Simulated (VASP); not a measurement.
# InAs (F-43m) in VASP: a series of runs

Runs on InAs. Level: PBE. Tasks: single point.

Everything below comes from runs of VASP 6.6.1. Logs are shortened: lines on timing, memory, paths and dates and some standing lists are left out, and cuts for length are marked.

## 1. The cell of the first run

The structure is cubic, space group F-43m (No. 216). Conventional cell: a = 5.995 Å, b = 5.995 Å, c = 5.995 Å, α = 90.00°, β = 90.00°, γ = 90.00°. Within 3.4 Å of In (site symmetry -43m) lie 4 As at 2.60 Å. Within 3.4 Å of As (site symmetry -43m) lie 4 In at 2.60 Å.

## 2. Single point, PBE (volume scaled by 0.91)

Input file INCAR:

```
SYSTEM = InAs
PREC = Accurate
ENCUT = 520
EDIFF = 1E-7
ISMEAR = 0
SIGMA = 0.1
LREAL = .FALSE.
LASPH = .TRUE.
NELM = 100
ALGO = Normal
ISIF = 2
LWAVE = .FALSE.
LCHARG = .FALSE.
GGA = PE
NBANDS = 16
```

Input file KPOINTS:

```
regular mesh
0
G
  12 12 12
  0 0 0
```

Input file POSCAR:

```
InAs
1.0
    0.0000000000      2.9974365836      2.9974365836
    2.9974365836      0.0000000000      2.9974365836
    2.9974365836      2.9974365836      0.0000000000
In As
1 1
Direct
    0.0000000000      0.0000000000      0.0000000000
    0.2500000000      0.2500000000      0.2500000000
```

Potentials or basis: VASP PAW PBE potentials, release 64 (In_d, As).

Started as:

```
> cat potpaw_PBE.64/In_d/POTCAR potpaw_PBE.64/As/POTCAR > POTCAR
> mpirun -np 1 vasp_std > vasp.out
```

OUTCAR:

```text
SYSTEM = InAs
   PREC = Accurate
   ENCUT = 520
   EDIFF = 1E-7
   ISMEAR = 0
   LREAL = .FALSE.
   LASPH = .TRUE.
   NELM = 100
   ISIF = 2
   GGA = PE

 ion  position               nearest neighbor table
   1  0.000  0.000  0.000-   2 2.60   2 2.60   2 2.60   2 2.60
   2  0.250  0.250  0.250-   1 2.60   1 2.60   1 2.60   1 2.60

  LATTYP: Found a face centered cubic cell.
 ALAT       =     5.9948731672

  Lattice vectors:

 A1 = (   0.0000000000,   2.9974365836,   2.9974365836)
 A2 = (   2.9974365836,   0.0000000000,   2.9974365836)
 A3 = (   2.9974365836,   2.9974365836,   0.0000000000)

Analysis of symmetry for initial positions (statically):
=====================================================================
 Subroutine PRICEL returns:
 Original cell was already a primitive cell.

 Routine SETGRP: Setting up the symmetry group for a
 face centered cubic supercell.

 Subroutine GETGRP returns: Found 24 space group operations
 (whereof 24 operations were pure point group operations)
 out of a pool of 48 trial point group operations.

The static configuration has the point symmetry T_d .

Analysis of symmetry for dynamics (positions and initial velocities):
=====================================================================
 Subroutine PRICEL returns:
 Original cell was already a primitive cell.

 Routine SETGRP: Setting up the symmetry group for a
 face centered cubic supercell.

 Subroutine GETGRP returns: Found 24 space group operations
 (whereof 24 operations were pure point group operations)
 out of a pool of 48 trial point group operations.

The dynamic configuration has the point symmetry T_d .

 Subroutine INISYM returns: Found 24 space group operations
 (whereof 24 operations are pure point group operations),
 and found     1 'primitive' translations

----------------------------------------------------------------------------------------

                                     Primitive cell

  volume of cell :      53.8617

  direct lattice vectors                    reciprocal lattice vectors
     0.000000000  2.997436584  2.997436584    -0.166809200  0.166809200  0.166809200
     2.997436584  0.000000000  2.997436584     0.166809200 -0.166809200  0.166809200
     2.997436584  2.997436584  0.000000000     0.166809200  0.166809200 -0.166809200

  length of vectors
     4.239015469  4.239015469  4.239015469     0.288922010  0.288922010  0.288922010

  position of ions in fractional coordinates (direct lattice)
     0.000000000  0.000000000  0.000000000
     0.250000000  0.250000000  0.250000000

[... 77 lines left out ...]
   LREAL  =      F    real-space projection
   EDIFFG = 0.1E-05   stopping-criterion for IOM
   NSW    =      0    number of steps for IOM
   IBRION =     -1    ionic relax: 0-MD 1-quasi-New 2-CG
   NFREE  =      0    steps in history (QN), initial steepest desc. (CG)
   ISIF   =      2    stress and relaxation
   ISYM   =      2    0-nonsym 1-usesym 2-fastsym
   POTIM  = 0.5000    time-step for ionic-motion
   TEBEG  =    0.0;   TEEND  =   0.0 temperature during run
   PSTRESS=    0.0 pullay stress
   NELECT =      18.0000    total number of electrons
   NUPDOWN=      -1.0000    fix difference up-down
   EMIN   =  10.00;   EMAX   =-10.00  energy-range for DOS
   EFERMI =   0.00;   METHOD = LEGACY
   ISMEAR =     0;   SIGMA  =   0.10  broadening in eV -4-tet -1-fermi 0-gaus
   EFERMI_NEDOS =   21; number of points for ismear=-14 and -15
   IALGO  =     38    algorithm
   IMIX   =      4    mixing-type and parameters
     AMIX     =   0.40;   BMIX     =  1.00
     AMIX_MAG =   1.60;   BMIX_MAG =  1.00
  volume/ion in A,a.u.               =      26.93       181.74
  Fermi-wavevector in a.u.,A,eV,Ry     =   1.136071  2.146864 17.560474  1.290658
  Thomas-Fermi vector in A             =   2.272776
   LORBIT       =      0    0 simple, 1 ext, 2 COOP (PROOUT), +10 PAW based schemes
   GGA     = PE    functional components
   LHFCALC =     F    Hartree Fock is set to
   AEXX    =    0.0000 exact exchange contribution
   IVDW    =     0    specifies the selected vdW correction
   LEPSILON=     F    determine dielectric tensor
   LRPA    =     F    only Hartree local field effects (RPA)
 non-spin polarized calculation
 Gauss-broadening in eV      SIGMA  =   0.10
  energy-cutoff  :      520.00
  volume of cell :       53.86
 maximum number of plane-waves:      1464
   NGX = 15   NGY = 15   NGZ = 15

 number of electron      17.9999999 magnetization

 Free energy of the ion-electron system (eV)
  ---------------------------------------------------
  ext. energy  EPLUGINS =         0.00000000
  ---------------------------------------------------
  free energy    TOTEN  =        -7.62964758 eV

  energy without entropy =       -7.62949695  energy(sigma->0) =       -7.62957226

 E-fermi :   4.8336     XC(G=0):  -9.2077

 val. band max:        4.7746351666   @ k =   0.0000   0.0000   0.0000
 cond. band min:       5.6782856701   @ k =   0.0833   0.0000   0.0000
 fundamental gap:      0.9036505034
 Fermi energy:         4.8335791526

 k-point     1 :       0.0000    0.0000    0.0000
  band No.  band energies     occupation
      1      -9.6725      2.00000
      2      -9.6725      2.00000
      3      -9.6725      2.00000
      4      -9.5354      2.00000
      5      -9.5354      2.00000
      6      -7.2584      2.00000
[... 433 lines left out ...]
      3      -9.6245      2.00000
      4      -9.5347      2.00000
      5      -9.5286      2.00000
      6      -5.5490      2.00000
[... 8 lines left out ...]
     15      14.5437      0.00000
     16      15.0040      0.00000

 [... further k-points ...]

------------------------ aborting loop because EDIFF is reached ----------------------------------------

  FORCE on cell =-STRESS in cart. coord.  units (eV):
  Direction    XX          YY          ZZ          XY          YZ          ZX
  --------------------------------------------------------------------------------------
  -------------------------------------------------------------------------------------
  Total        1.9531924      1.9531924      1.9531924     -0.0000000     -0.0000000     -0.0000000
  in kB       58.0999276     58.0999276     58.0999276     -0.0000000     -0.0000000     -0.0000000
  external PRESSURE =      58.0999276 kB  Pullay stress =       0.0000000 kB

 VOLUME and BASIS-vectors are now :
 -----------------------------------------------------------------------------
  energy-cutoff  :      520.00
  volume of cell :       53.86
      direct lattice vectors                 reciprocal lattice vectors
     0.000000000  2.997436584  2.997436584    -0.166809200  0.166809200  0.166809200
     2.997436584  0.000000000  2.997436584     0.166809200 -0.166809200  0.166809200
     2.997436584  2.997436584  0.000000000     0.166809200  0.166809200 -0.166809200

 POSITION                                       TOTAL-FORCE (eV/Angst)
 -----------------------------------------------------------------------------------
      0.00000      0.00000      0.00000        -0.000000     -0.000000      0.000000
      1.49872      1.49872      1.49872         0.000000      0.000000     -0.000000
 -----------------------------------------------------------------------------------
    total drift:                               -0.000000     -0.000000     -0.000000

  FREE ENERGIE OF THE ION-ELECTRON SYSTEM (eV)
  ---------------------------------------------------
  free  energy   TOTEN  =        -7.6296475760 eV

  energy  without entropy=       -7.6294969496  energy(sigma->0) =       -7.62957226
```

OSZICAR:

```text
N       E                     dE             d eps       ncg     rms          rms(c)
DAV:   1     0.114294189811E+03    0.11429E+03   -0.83652E+03  2320   0.123E+03
DAV:   2    -0.574150045043E-01   -0.11435E+03   -0.10962E+03  2464   0.301E+02
DAV:   3    -0.771394265102E+01   -0.76565E+01   -0.76179E+01  3024   0.766E+01
DAV:   4    -0.790527428483E+01   -0.19133E+00   -0.19129E+00  2824   0.131E+01
DAV:   5    -0.791449335927E+01   -0.92191E-02   -0.92189E-02  3536   0.247E+00    0.475E+00
DAV:   6    -0.765555759912E+01    0.25894E+00   -0.37470E-01  3640   0.106E+01    0.265E+00
DAV:   7    -0.762788383816E+01    0.27674E-01   -0.12255E-01  3192   0.321E+00    0.738E-01
DAV:   8    -0.762884944776E+01   -0.96561E-03   -0.14575E-02  2952   0.138E+00    0.216E-01
DAV:   9    -0.762942113663E+01   -0.57169E-03   -0.99977E-04  2832   0.261E-01    0.126E-01
DAV:  10    -0.762959961061E+01   -0.17847E-03   -0.22671E-04  2968   0.227E-01    0.670E-02
DAV:  11    -0.762964761560E+01   -0.48005E-04   -0.11150E-04  2728   0.131E-01    0.396E-02
DAV:  12    -0.762964741805E+01    0.19755E-06   -0.72120E-06  3032   0.352E-02    0.532E-03
DAV:  13    -0.762964761531E+01   -0.19726E-06   -0.21183E-06  2760   0.756E-03    0.288E-03
DAV:  14    -0.762964757602E+01    0.39295E-07   -0.10094E-07  2664   0.287E-03
   1 F= -.76296476E+01 E0= -.76295723E+01  d E =-.150626E-03
```

It took 52 s on 1 thread of Intel Xeon Platinum 8488C (Sapphire Rapids), shared host; peak memory 0.21 GiB.

Results:

* Free energy: -7.6296 eV
* Pressure: 5.8 GPa
* Band gap on the k mesh: zero (filled and empty bands touch)

Caveat: spin-orbit coupling is left out, which moves the levels of the heavy elements.

## 3. Single point, PBE (volume scaled by 0.94)

Input file INCAR:

```
PREC     = Accurate       # precision mode
ENCUT    = 520            # plane-wave cutoff, eV
EDIFF    = 1E-7           # SCF threshold, eV
ISMEAR   = 0              # smearing method
SIGMA    = 0.1            # smearing width, eV
LREAL    = False          # projectors in reciprocal space
LASPH    = True           # aspherical terms in the spheres
NELM     = 80             # most SCF steps
ALGO     = Normal         # electronic algorithm
ISIF     = 2              # what is computed and relaxed
LWAVE    = False          # write WAVECAR
LCHARG   = False          # write CHGCAR
GGA      = PE             # functional
NBANDS   = 16             # bands
```

Input file KPOINTS:

```
Automatic mesh
0
Gamma
  12 12 12
```

Input file POSCAR:

```
InAs
1.0
    0.0000000000      3.0300199688      3.0300199688
    3.0300199688      0.0000000000      3.0300199688
    3.0300199688      3.0300199688      0.0000000000
In As
1 1
Direct
    0.0000000000      0.0000000000      0.0000000000
    0.2500000000      0.2500000000      0.2500000000
```

Potentials or basis: VASP PAW PBE potentials, release 64 (In_d, As).

Started as:

```
> cat potpaw_PBE.64/In_d/POTCAR potpaw_PBE.64/As/POTCAR > POTCAR
> mpirun -np 1 vasp_std > vasp.out
```

Run time: 52 s. Hardware: 1 thread of Intel Xeon Platinum 8488C (Sapphire Rapids), shared host; peak memory 0.22 GiB.

Results (log left out):

```
Free energy            : -7.6815 eV
Pressure               : 3.6 GPa
Band gap on the k mesh : zero (filled and empty bands touch)
```

Levels at points of the mesh, in eV from the Fermi level:
| k point | band 5 | band 6 | band 7 | band 8 | band 9 | band 10 | band 11 | band 12 | band 13 | band 14 |
| --- | --- | --- | --- | --- | --- | --- | --- | --- | --- | --- |
| (0.00, 0.00, 0.00) | -14.31 | -11.88 | -0.29 | -0.06 | -0.06 | -0.06 | 3.85 | 3.85 | 3.85 | 7.43 |
| (0.50, 0.00, 0.00) | -14.31 | -10.43 | -5.79 | -1.04 | -1.04 | 0.88 | 4.61 | 4.61 | 6.79 | 8.94 |
| (0.50, 0.50, 0.00) | -14.29 | -9.89 | -5.87 | -2.36 | -2.36 | 1.50 | 2.00 | 9.08 | 9.17 | 9.17 |

Caveat: spin-orbit coupling is left out, which moves the levels of the heavy elements.
